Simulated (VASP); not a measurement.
# FePt (P4/mmm) in VASP: a series of runs

The runs below take FePt through single point, with PBEsol.

All numbers are computed with VASP 6.6.1; they aren't measurements. Logs are shortened: lines on timing, memory, paths and dates and some standing lists are left out, and cuts for length are marked.

**1. The cell of the first run**

It takes space group P4/mmm (No. 123, tetragonal). Conventional cell: a = 2.724 Å, b = 2.724 Å, c = 3.720 Å, α = 90.00°, β = 90.00°, γ = 90.00°. Fe (site symmetry 4/mmm) has 8 Pt at 2.68 Å and 4 Fe at 2.72 Å within 3.5 Å. Within 3.5 Å of Pt (site symmetry 4/mmm) lie 8 Fe at 2.68 Å and 4 Pt at 2.72 Å.

**2. Single point, PBEsol, collinear spin, ferromagnetic start**

Contents of INCAR:

```
PREC = Accurate ; ENCUT = 520
EDIFF = 1E-7 ; ISMEAR = -1
SIGMA = 0.1 ; LREAL = F
LASPH = T ; NELM = 150
ALGO = Normal ; ISIF = 2
LWAVE = F ; LCHARG = T
ISPIN = 2 ; MAGMOM = 3.5 0
LORBIT = 11 ; LMAXMIX = 4
GGA = PS ; LELF = T
LVHAR = T ; NBANDS = 20
```

Contents of KPOINTS:

```
regular mesh
0
Gamma
  8 8 6
```

Contents of POSCAR:

```
FePt
1.0
    2.7235000000      0.0000000000      0.0000000000
    0.0000000000      2.7235000000      0.0000000000
    0.0000000000      0.0000000000      3.7200000000
Fe Pt
1 1
Direct
    0.0000000000      0.0000000000      0.0000000000
    0.5000000000      0.5000000000      0.5000000000
```

Potentials or basis: VASP PAW PBE potentials, release 64 (Fe, Pt).

Started as:

```
$ cat potpaw_PBE.64/Fe/POTCAR potpaw_PBE.64/Pt/POTCAR > POTCAR
$ mpirun -np 1 vasp_std > vasp.out
```

OUTCAR:

```text
PREC = Accurate
   ENCUT = 520
   EDIFF = 1E-7
   ISMEAR = -1
   LREAL = F
   LASPH = T
   NELM = 150
   ISIF = 2
   ISPIN = 2
   LORBIT = 11
   GGA = PS

 ion  position               nearest neighbor table
   1  0.000  0.000  0.000-   2 2.68   2 2.68   2 2.68   2 2.68   2 2.68   2 2.68   2 2.68   2 2.68

   2  0.500  0.500  0.500-   1 2.68   1 2.68   1 2.68   1 2.68   1 2.68   1 2.68   1 2.68   1 2.68

  LATTYP: Found a simple tetragonal cell.
 ALAT       =     2.7235000000
 C/A-ratio  =     1.3658894804

  Lattice vectors:

 A1 = (   2.7235000000,   0.0000000000,   0.0000000000)
 A2 = (   0.0000000000,   2.7235000000,   0.0000000000)
 A3 = (   0.0000000000,   0.0000000000,   3.7200000000)

Analysis of symmetry for initial positions (statically):
=====================================================================
 Subroutine PRICEL returns:
 Original cell was already a primitive cell.

 Routine SETGRP: Setting up the symmetry group for a
 simple tetragonal supercell.

 Subroutine GETGRP returns: Found 16 space group operations
 (whereof 16 operations were pure point group operations)
 out of a pool of 16 trial point group operations.

The static configuration has the point symmetry D_4h.

Analysis of symmetry for dynamics (positions and initial velocities):
=====================================================================
 Subroutine PRICEL returns:
 Original cell was already a primitive cell.

 Routine SETGRP: Setting up the symmetry group for a
 simple tetragonal supercell.

 Subroutine GETGRP returns: Found 16 space group operations
 (whereof 16 operations were pure point group operations)
 out of a pool of 16 trial point group operations.

The dynamic configuration has the point symmetry D_4h.

Analysis of structural, dynamic, and magnetic symmetry:
=====================================================================
 Subroutine PRICEL returns:
 Original cell was already a primitive cell.

 Routine SETGRP: Setting up the symmetry group for a
 simple tetragonal supercell.

 Subroutine GETGRP returns: Found 16 space group operations
 (whereof 16 operations were pure point group operations)
 out of a pool of 16 trial point group operations.

The overall configuration has the point symmetry D_4h.

[... 114 lines left out ...]
   EFERMI_NEDOS =   21; number of points for ismear=-14 and -15
   IALGO  =     38    algorithm
   IMIX   =      4    mixing-type and parameters
     AMIX     =   0.40;   BMIX     =  1.00
     AMIX_MAG =   1.60;   BMIX_MAG =  1.00
  volume/ion in A,a.u.               =      13.80        93.10
  Fermi-wavevector in a.u.,A,eV,Ry     =   1.419819  2.683070 27.427809  2.015887
  Thomas-Fermi vector in A             =   2.540800
   LORBIT       =     11    0 simple, 1 ext, 2 COOP (PROOUT), +10 PAW based schemes
   GGA     = PS    functional components
   LHFCALC =     F    Hartree Fock is set to
   AEXX    =    0.0000 exact exchange contribution
   IVDW    =     0    specifies the selected vdW correction
   LEPSILON=     F    determine dielectric tensor
   LRPA    =     F    only Hartree local field effects (RPA)
 spin polarized calculation
  energy-cutoff  :      520.00
  volume of cell :       27.59
 maximum number of plane-waves:       760
   NGX = 11   NGY = 11   NGZ = 13

 number of electron      17.9999997 magnetization       3.3270285

 Free energy of the ion-electron system (eV)
  ---------------------------------------------------
  ext. energy  EPLUGINS =         0.00000000
  ---------------------------------------------------
  free energy    TOTEN  =       -16.31141935 eV

  energy without entropy =      -16.26799242  energy(sigma->0) =      -16.28970588

 E-fermi :   8.4926     XC(G=0): -13.2067

 val. band max:        8.4369163443   @ k =   0.5000   0.3750   0.3333
 cond. band min:       8.5322158928   @ k =   0.2500   0.2500   0.1667
 fundamental gap:      0.0952995485
 Fermi energy:         8.4926026823

 spin component 1

 k-point     1 :       0.0000    0.0000    0.0000
  band No.  band energies     occupation
      1      -1.1411      1.00000
      2       2.1585      1.00000
      3       2.3333      1.00000
      4       5.0735      1.00000
      5       5.0735      1.00000
      6       5.5767      1.00000
[... 541 lines left out ...]
     19      28.4504      0.00000
     20      30.3312      0.00000

 [... further k-points ...]

 spin component 2

 k-point     1 :       0.0000    0.0000    0.0000
  band No.  band energies     occupation
      1      -0.9465      1.00000
      2       2.7452      1.00000
      3       2.7516      1.00000
      4       6.1775      1.00000
      5       6.1775      1.00000
      6       7.7605      0.99934
[... 541 lines left out ...]
     19      28.9919      0.00000
     20      30.4248      0.00000

 [... further k-points ...]

------------------------ aborting loop because EDIFF is reached ----------------------------------------

  FORCE on cell =-STRESS in cart. coord.  units (eV):
  Direction    XX          YY          ZZ          XY          YZ          ZX
  --------------------------------------------------------------------------------------
  -------------------------------------------------------------------------------------
  Total       -1.0880881     -1.0880881     -0.8801050      0.0000000      0.0000000     -0.0000000
  in kB      -63.1796104    -63.1796104    -51.1031138      0.0000000      0.0000000     -0.0000000
  external PRESSURE =     -59.1541115 kB  Pullay stress =       0.0000000 kB

 VOLUME and BASIS-vectors are now :
 -----------------------------------------------------------------------------
  energy-cutoff  :      520.00
  volume of cell :       27.59
      direct lattice vectors                 reciprocal lattice vectors
     2.723500000  0.000000000  0.000000000     0.367174592  0.000000000  0.000000000
     0.000000000  2.723500000  0.000000000     0.000000000  0.367174592  0.000000000
     0.000000000  0.000000000  3.720000000     0.000000000  0.000000000  0.268817204

 POSITION                                       TOTAL-FORCE (eV/Angst)
 -----------------------------------------------------------------------------------
      0.00000      0.00000      0.00000         0.000000      0.000000      0.000000
      1.36175      1.36175      1.86000         0.000000      0.000000      0.000000
 -----------------------------------------------------------------------------------
    total drift:                               -0.000000      0.000000      0.000000

  FREE ENERGIE OF THE ION-ELECTRON SYSTEM (eV)
  ---------------------------------------------------
  free  energy   TOTEN  =       -16.3114193495 eV

  energy  without entropy=      -16.2679924174  energy(sigma->0) =      -16.28970588

 total charge

# of ion       s       p       d       tot
------------------------------------------
    1        0.412   0.458   6.116   6.987
    2        0.709   0.665   8.046   9.420
--------------------------------------------------
tot          1.121   1.123  14.162  16.406

 magnetization (x)

# of ion       s       p       d       tot
------------------------------------------
    1        0.004  -0.002   2.931   2.934
    2       -0.023  -0.058   0.437   0.356
--------------------------------------------------
tot         -0.019  -0.060   3.369   3.290
```

OSZICAR:

```text
N       E                     dE             d eps       ncg     rms          rms(c)
DAV:   1     0.890220334996E+02    0.89022E+02   -0.85058E+03  5160   0.996E+02
DAV:   2    -0.143716373878E+02   -0.10339E+03   -0.91119E+02  4956   0.215E+02
DAV:   3    -0.179945858869E+02   -0.36229E+01   -0.35227E+01  5580   0.458E+01
DAV:   4    -0.180355060050E+02   -0.40920E-01   -0.40895E-01  5516   0.413E+00
DAV:   5    -0.180365380988E+02   -0.10321E-02   -0.10321E-02  5712   0.733E-01    0.173E+01
DAV:   6    -0.193307163564E+02   -0.12942E+01   -0.11950E+01  5368   0.656E+01    0.258E+01
DAV:   7    -0.164634734716E+02    0.28672E+01   -0.86380E+00  6188   0.617E+01    0.836E+00
DAV:   8    -0.163914080990E+02    0.72065E-01   -0.34951E-01  6028   0.763E+00    0.394E+00
DAV:   9    -0.163302588952E+02    0.61149E-01   -0.68833E-02  6964   0.466E+00    0.190E+00
DAV:  10    -0.163122256110E+02    0.18033E-01   -0.33539E-02  7172   0.321E+00    0.596E-01
DAV:  11    -0.163115129007E+02    0.71271E-03   -0.19234E-03  5784   0.438E-01    0.224E-01
DAV:  12    -0.163114122488E+02    0.10065E-03   -0.20869E-04  6092   0.154E-01    0.557E-02
DAV:  13    -0.163114270144E+02   -0.14766E-04   -0.35191E-05  5952   0.854E-02    0.366E-02
DAV:  14    -0.163114194882E+02    0.75262E-05   -0.42746E-06  7028   0.414E-02    0.105E-02
DAV:  15    -0.163114192814E+02    0.20681E-06   -0.77046E-07  6944   0.161E-02    0.369E-03
DAV:  16    -0.163114193495E+02   -0.68092E-07   -0.19961E-07  3596   0.778E-03
   1 F= -.16311419E+02 E0= -.16289706E+02  d E =-.434269E-01  mag=     3.3270
```

stdout:

```text
POSCAR found type information on POSCAR FePt
 POSCAR found :  2 types and       2 ions
 scaLAPACK will be used
 -----------------------------------------------------------------------------
|                                                                             |
|                                                                             |
|     You enforced a specific xc type in the INCAR file but a different       |
|     I HOPE YOU KNOW WHAT YOU ARE DOING!                                     |
|                                                                             |
 -----------------------------------------------------------------------------

 LDA part: xc-table for (Slater+PW92), standard interpolation
 POSCAR, INCAR and KPOINTS ok, starting setup
 FFT: planning ... GRIDC
 FFT: planning ... GRID_SOFT
 FFT: planning ... GRID
 WAVECAR not read
 entering main loop
```

Wall time 2 min (1 thread of Intel Xeon 8259CL, shared host); peak memory 0.18 GiB.

Results:

| Item | Value |
| --- | --- |
| Free energy | -16.3114 eV |
| Pressure | -5.9 GPa |
| Net moment | 3.33 μB per cell |
| Site moments | Fe +2.93; Pt +0.36 μB |
| Valence electrons inside the program's atomic spheres | Fe 6.99; Pt 9.42 |

Caveat: the cell stands under tension; the PAW data sets were made with another functional, which shifts forces and pressure a little; spin-orbit coupling is left out, which moves the levels of the heavy elements.

**3. Single point, PBEsol, collinear spin, ferromagnetic start**

This run uses another cell than the first one, of 14.21 Å³/atom.

Contents of INCAR:

```
SYSTEM = FePt
PREC = Accurate
ENCUT = 520
EDIFF = 1E-6
ISMEAR = -1
SIGMA = 0.1
LREAL = .FALSE.
LASPH = .TRUE.
NELM = 150
ALGO = Normal
ISIF = 2
LWAVE = .FALSE.
LCHARG = .FALSE.
ISPIN = 2
MAGMOM = 3.5 0
LORBIT = 11
LMAXMIX = 4
GGA = PS
NBANDS = 20
```

Contents of KPOINTS:

```
Automatic mesh
0
G
  8 8 6
  0 0 0
```

Contents of POSCAR:

```
FePt
1.0
    2.7504671003      0.0000000000      0.0000000000
    0.0000000000      2.7504671003      0.0000000000
    0.0000000000      0.0000000000      3.7568340787
Fe Pt
1 1
Direct
    0.0000000000      0.0000000000      0.0000000000
    0.5000000000      0.5000000000      0.5000000000
```

Potentials or basis: VASP PAW PBE potentials, release 64 (Fe, Pt).

Started as:

```
$ cat potpaw_PBE.64/Fe/POTCAR potpaw_PBE.64/Pt/POTCAR > POTCAR
$ mpirun -np 1 vasp_std > vasp.out
```

Run time: 1.7 min. Hardware: 1 thread of Intel Xeon 8259CL, shared host; peak memory 0.18 GiB.

The run converged. Its results:

| Quantity | Value |
| --- | --- |
| Free energy | -16.2663 eV |
| Pressure | -11.6 GPa |
| Net moment | 3.37 μB per cell |
| Site moments | Fe +2.98; Pt +0.35 μB |
| Valence electrons inside the program's atomic spheres | Fe 6.93; Pt 9.35 |

Stress tensor (GPa, compression positive):
```
-11.96   0.00   0.00
  0.00 -11.96   0.00
  0.00   0.00 -10.77
```

Levels at points of the mesh, in eV from the Fermi level:
Spin up:
| k point | band 9 | band 10 | band 11 | band 12 | band 13 | band 14 |
| --- | --- | --- | --- | --- | --- | --- |
| (0.00, 0.00, 0.00) | -0.50 | -0.43 | -0.43 | 2.21 | 9.40 | 11.42 |
| (0.50, 0.00, 0.00) | -2.17 | -1.55 | 0.04 | 1.93 | 10.24 | 10.27 |
| (0.50, 0.50, 0.00) | -0.53 | 0.53 | 1.55 | 1.55 | 7.27 | 9.65 |
| (0.00, 0.00, 0.50) | -2.07 | -2.07 | -1.88 | -0.78 | 15.45 | 15.47 |
| (0.50, 0.00, 0.50) | -0.59 | -0.53 | -0.48 | -0.43 | 4.46 | 6.51 |
| (0.50, 0.50, 0.50) | -1.15 | 0.53 | 6.66 | 6.66 | 7.45 | 8.10 |
Spin down:
```csv
k point,band 5,band 6,band 7,band 8,band 9,band 10,band 11,band 12
"(0.00, 0.00, 0.00)",-2.24,-0.70,-0.68,0.58,1.61,1.67,1.67,2.46
"(0.50, 0.00, 0.00)",-2.31,-1.29,-1.06,-0.80,0.51,0.74,2.27,2.52
"(0.50, 0.50, 0.00)",0.90,1.19,1.60,1.74,1.74,1.74,1.76,1.76
"(0.00, 0.00, 0.50)",-1.80,-1.80,-1.26,-0.52,0.20,0.49,0.49,1.37
"(0.50, 0.00, 0.50)",-2.13,-0.40,-0.36,-0.33,0.90,1.49,1.56,1.57
"(0.50, 0.50, 0.50)",-1.41,-1.25,-1.25,0.78,0.90,1.75,7.43,7.43
```

Caveat: the cell stands under tension; the PAW data sets were made with another functional, which shifts forces and pressure a little; spin-orbit coupling is left out, which moves the levels of the heavy elements.

**4. Single point, PBEsol, collinear spin, ferromagnetic start**

This run uses another cell than the first one, of 14.62 Å³/atom.

Contents of INCAR:

```
PREC = Accurate
ENCUT = 520
EDIFF = 1E-6
ISMEAR = -1
SIGMA = 0.1
LREAL = False
LASPH = True
NELM = 150
ALGO = Normal
ISIF = 2
LWAVE = False
LCHARG = False
ISPIN = 2
MAGMOM = 3.5 0
LORBIT = 11
LMAXMIX = 4
GGA = PS
NBANDS = 20
```

Contents of KPOINTS:

```
Automatic mesh
0
Gamma
  8 8 6
```

Contents of POSCAR:

```
FePt
1.0
    2.7769155219      0.0000000000      0.0000000000
    0.0000000000      2.7769155219      0.0000000000
    0.0000000000      0.0000000000      3.7929596994
Fe Pt
1 1
Direct
    0.0000000000      0.0000000000      0.0000000000
    0.5000000000      0.5000000000      0.5000000000
```

Started as:

```
$ cat potpaw_PBE.64/Fe/POTCAR potpaw_PBE.64/Pt/POTCAR > POTCAR
$ mpirun -np 1 vasp_std > vasp.out
```

Run time: 2 min. Hardware: 1 thread of Intel Xeon 8259CL, shared host; peak memory 0.2 GiB.

Results (log left out):

```
Free energy                                           : -16.1947 eV
Pressure                                              : -16.2 GPa
Net moment                                            : 3.40 μB per cell
Site moments                                          : Fe +3.02; Pt +0.35 μB
Valence electrons inside the program's atomic spheres : Fe 6.87; Pt 9.29
```

Stress tensor (GPa, compression positive):
```
-16.62   0.00   0.00
  0.00 -16.62   0.00
  0.00   0.00 -15.48
```

Levels at points of the mesh, in eV from the Fermi level:
Spin up:
```
           k point  band 7  band 8  band 9  band 10  band 11  band 12  band 13  band 14  band 15  band 16
(0.00, 0.00, 0.00)   -2.16   -1.94   -0.54    -0.50    -0.50     2.18     9.05    11.23    11.23    17.03
(0.50, 0.00, 0.00)   -2.55   -2.47   -2.22    -1.53    -0.07     1.81    10.03    10.04    11.81    12.55
(0.50, 0.50, 0.00)   -0.62   -0.61   -0.61     0.45     1.53     1.53     6.98     9.29    10.56    11.94
(0.00, 0.00, 0.50)   -2.37   -2.37   -2.02    -2.02    -1.95    -0.79    15.25    15.31    15.61    15.61
(0.50, 0.00, 0.50)   -1.36   -0.93   -0.60    -0.55    -0.49    -0.43     4.23     6.23    16.02    16.31
(0.50, 0.50, 0.50)   -2.36   -1.65   -1.25     0.45     6.50     6.50     7.22     7.78     7.95     8.04
```
Spin down:
| k point | band 6 | band 7 | band 8 | band 9 | band 10 | band 11 |
| --- | --- | --- | --- | --- | --- | --- |
| (0.00, 0.00, 0.00) | -0.71 | -0.64 | 0.57 | 1.56 | 1.60 | 1.60 |
| (0.50, 0.00, 0.00) | -1.27 | -1.00 | -0.73 | 0.52 | 0.74 | 2.14 |
| (0.50, 0.50, 0.00) | 1.13 | 1.55 | 1.66 | 1.66 | 1.69 | 1.73 |
| (0.00, 0.00, 0.50) | -1.76 | -1.19 | -0.54 | 0.22 | 0.50 | 0.50 |
| (0.50, 0.00, 0.50) | -0.37 | -0.32 | -0.29 | 0.84 | 1.44 | 1.51 |
| (0.50, 0.50, 0.50) | -1.19 | -1.19 | 0.78 | 0.82 | 1.69 | 7.26 |

Caveat: the cell stands under tension; the PAW data sets were made with another functional, which shifts forces and pressure a little; spin-orbit coupling is left out, which moves the levels of the heavy elements.

**5. Summary**

| cell | gap on the mesh (eV) | pressure (GPa) | moment (μB) |
| --- | --- | --- | --- |
| a = 2.724, b = 2.724, c = 3.720 Å, 2 atoms | none | -5.9 | 3.33 |
| a = 2.750, b = 2.750, c = 3.757 Å, 2 atoms | none | -11.6 | 3.37 |
| a = 2.777, b = 2.777, c = 3.793 Å, 2 atoms | none | -16.2 | 3.40 |

Alike in all rows: task single point; level PBEsol; potentials or basis VASP PAW PBE potentials, release 64 (Fe, Pt); spin collinear, ferromagnetic start; k mesh 8 × 8 × 6; cutoff (eV) 520; smearing fermi-dirac 0.1 eV.

Caveats: the cell stands under tension; the PAW data sets were made with another functional, which shifts forces and pressure a little; spin-orbit coupling is left out, which moves the levels of the heavy elements.

Total energies depend on the potentials used, so only differences within one code and one set of settings carry meaning.
